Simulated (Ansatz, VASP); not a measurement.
Two plane-wave programs on Re2SbRh2

```
Re Sb Rh
1.0
    -1.97285    1.97285    5.17628
     1.97285   -1.97285    5.17628
     1.97285    1.97285   -5.17628
Re Sb Rh
2 1 2
Direct
  0.25000 0.75000 0.50000
  0.75000 0.25000 0.50000
  0.00000 0.00000 0.00000
  0.62600 0.62600 0.00000
  0.37400 0.37400 0.00000
```

Alike in both runs: task single point; functional PBE; k mesh 6 × 6 × 6; occupations gaussian, width 0.1 eV; no spin polarisation.

|  | VASP | Ansatz |
| --- | --- | --- |
| version | VASP 6.6.1 | Ansatz 0.2.0 |
| potentials or method | VASP PAW PBE potentials, release 64 (Re, Sb, Rh_pv), cutoff 520 eV | scalar-relativistic, plane waves, PAW |
| valence electrons in the cell | 49 | 79 |

Ansatz gave:

- gap on the k mesh at the Fermi level (eV): none
- rms of the force components (eV/Å): 2.334

Estimate VASP's values.

gap on the k mesh at the Fermi level (eV): none; rms of the force components (eV/Å): 2.394.

Atom by atom the forces differ by 0.060 eV/Å (rms over components). A gap of «none» marks a metal or a gap that the smearing closes. With one functional, cell and mesh, what is left measures potentials, basis and numerics. VASP's potentials hold 49 valence electrons a cell and Ansatz's 79, so a difference there can come from the potentials and not from the codes.

The k mesh is coarse, so the values compare programs but aren't converged. Spin-orbit coupling is off throughout.
